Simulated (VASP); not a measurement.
The system is Li.

```xyz
4
Lattice="4.4544 0.0000 0.0000 0.0000 4.4544 0.0000 0.0000 0.0000 4.4544" Properties=species:S:1:pos:R:3 pbc="T T T"
Li    3.8957    0.5587    2.7859
Li    1.6685    1.6685    1.6685
Li    0.5587    2.7859    3.8957
Li    2.7859    3.8957    0.5587
```

```yaml
Program: VASP 6.6.1
Task: relaxation of cell and atoms
Functional: BLYP
Dispersion: D3(BJ)
Potentials_or_basis: VASP PAW PBE potentials, release 64 (Li_sv)
Cutoff: 600 eV
k_mesh: 5 × 5 × 5
Occupations: fermi-dirac, width 0.15 eV
Spin: no spin polarisation
```

At the start: pressure -2.5 GPa; volume 22.10 Å³/atom.

Where does the relaxation end?

Over 6 steps the energy falls by 59.4 meV/atom and the volume is 15.98 Å³/atom (-27.7 %); space group P4_132 (No. 213, to 0.05 Å).

The path:
| step | energy change (eV) | largest force (eV/Å) | pressure (GPa) | volume (Å³) |
| --- | --- | --- | --- | --- |
| 1 | 0.0000 | 0.0046 | -2.47 | 88.39 |
| 2 | -0.0635 | 0.0054 | -2.29 | 84.09 |
| 3 | -0.2030 | 0.0066 | -1.29 | 72.06 |
| 4 | -0.1021 | 0.0101 | 4.01 | 51.55 |
| 5 | -0.2370 | 0.0079 | -0.25 | 65.18 |
| 6 | -0.2377 | 0.0081 | 0.02 | 63.91 |

Final structure:
```
CELL_PARAMETERS angstrom
3.99810 0.00000 0.00000
0.00000 3.99810 0.00000
0.00000 0.00000 3.99810
ATOMIC_POSITIONS crystal
Li 0.87440 0.12560 0.62560
Li 0.37440 0.37440 0.37440
Li 0.12560 0.62560 0.87440
Li 0.62560 0.87440 0.12560
```

Caveat: the cutoff is under 1.25 times the usual one of these potentials, so pressure, stress and relaxed cells hold a basis-set (Pulay) error; the volume moved by over 15 % at a fixed basis, so the end points are rough; the PAW data sets were made with another functional, which shifts forces and pressure a little; pairwise dispersion overbinds metals, which lowers pressure and volume.
